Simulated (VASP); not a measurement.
Set up this calculation in VASP 6.6.1, as the native input.

```yaml
Task: relaxation of cell and atoms
Functional: PBE
Potentials_or_basis: VASP PAW PBE potentials, release 64 (W_sv)
Cutoff: 600 eV
k_mesh: 17 × 17 × 17
Occupations: fermi-dirac, width 0.08 eV
Spin: no spin polarisation
Target_pressure: 8.7 GPa
Dipole_correction: no
Further_INCAR_settings: ALGO = Normal; EDIFF = 1e-06; IBRION = 2; EDIFFG = -0.005; NSW = 60; ISIF = 3
```

The structure of W lies in POSCAR:

```
W
1.0
    0.0000000000      1.9992822213      1.9992822213
    1.9992822213      0.0000000000      1.9992822213
    1.9992822213      1.9992822213      0.0000000000
W
1
Direct
    0.0000000000      0.0000000000      0.0000000000
```

This isn't the form of W at room conditions, which is bcc.

The input as run:

INCAR

```
PREC = Accurate
ENCUT = 600
EDIFF = 1E-6
ISMEAR = -1
SIGMA = 0.08
LREAL = F
LASPH = T
NELM = 100
ALGO = Normal
ISIF = 3
LWAVE = F
LCHARG = F
GGA = PE
IBRION = 2
NSW = 60
EDIFFG = -0.005
PSTRESS = 87.0
```

KPOINTS

```
regular mesh
0
Gamma
  17 17 17
```

Potentials or basis: VASP PAW PBE potentials, release 64 (W_sv).

Command:

```console
$ cat potpaw_PBE.64/W_sv/POTCAR > POTCAR
$ mpirun -np 1 vasp_std > vasp.out
```

It gave:

```yaml
Relaxed_volume: 16.02 Å³/atom
Relaxed_cell: a = 2.830 Å, b = 2.830 Å, c = 2.830 Å, α = 60.00°, β = 60.00°, γ = 60.00°
Space_group_after_relaxing_to_0.1_Å: Fm-3m (No. 225)
Energy_change_on_relaxing_the_run_minimises_the_enthalpy: -2.0 meV/atom
Ionic_steps: 3
Pressure_after_relaxing: 8.7 GPa
Band_gap_on_the_k_mesh: zero (bands 7 and 8 overlap by 3.60 eV)
```

Caveat: the cell is relaxed towards a set pressure, so the run minimises the enthalpy, not the energy; spin-orbit coupling is left out, which moves the levels of the heavy elements.

It took 18 s on 1 thread of Intel(R) Xeon(R) 6975P-C (Granite Rapids) (shared host), peak memory 0.17 GiB.
